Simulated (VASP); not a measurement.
Wanted: the native input for a VASP 6.6.1 run.

* Task: single point
* Functional: r2SCAN
* Potentials or basis: VASP PAW PBE potentials, release 64 (Ti_sv, Al)
* Cutoff: 520 eV
* k mesh: 16 × 16 × 16
* Occupations: gaussian, width 0.15 eV
* Spin: no spin polarisation
* Dipole correction: no
* Further INCAR settings: ALGO = Normal; EDIFF = 1e-07; NBANDS = 14

Crystal: TiAl.

```
Ti Al
1.0
     3.12778    0.00000    0.00000
     0.00000    3.12778    0.00000
     0.00000    0.00000    3.28417
Ti Al
1 1
Direct
  0.00000 0.00000 0.00000
  0.50000 0.50000 0.50000
```

This cell differs from its parent crystal: ratio of the length along z to the lengths across it x 1.05, volume and fractional coordinates fixed.

These files were run (other wordings do the same):

POSCAR

```
TiAl
1.0
    3.1277798063      0.0000000000      0.0000000000
    0.0000000000      3.1277798063      0.0000000000
    0.0000000000      0.0000000000      3.2841687966
Ti Al
1 1
Direct
    0.0000000000      0.0000000000      0.0000000000
    0.5000000000      0.5000000000      0.5000000000
```

INCAR.step1

```
PREC = Accurate ; ENCUT = 520
ISMEAR = 0 ; SIGMA = 0.15
LREAL = False ; LASPH = True
NELM = 80 ; NBANDS = 14
GGA = PE ; ALGO = Normal
EDIFF = 1E-4 ; LWAVE = True
LCHARG = False
```

INCAR.step2

```
PREC = Accurate ; ENCUT = 520
EDIFF = 1E-7 ; ISMEAR = 0
SIGMA = 0.15 ; LREAL = False
LASPH = True ; NELM = 80
ALGO = Normal ; ISIF = 2
LWAVE = False ; LCHARG = False
METAGGA = R2SCAN ; LMIXTAU = True
NBANDS = 14 ; ISTART = 1
```

KPOINTS

```
Automatic mesh
0
Gamma
  16 16 16
```

Potentials or basis: VASP PAW PBE potentials, release 64 (Ti_sv, Al).

Launch:

```console
$ cat potpaw_PBE.64/Ti_sv/POTCAR potpaw_PBE.64/Al/POTCAR > POTCAR
$ cp INCAR.step1 INCAR
$ mpirun -np 1 vasp_std > vasp.out
$ cp INCAR.step2 INCAR
$ mpirun -np 1 vasp_std > vasp.out
```

Results of the run:

```json
{
  "Pressure": "-0.6 GPa"
}
```

Caveat: the PAW data sets were made with another functional, which shifts forces and pressure a little.

Run time: 2.6 min on 1 thread of Intel(R) Xeon(R) 6975P-C (Granite Rapids), on a shared host, peak memory 0.3 GiB.
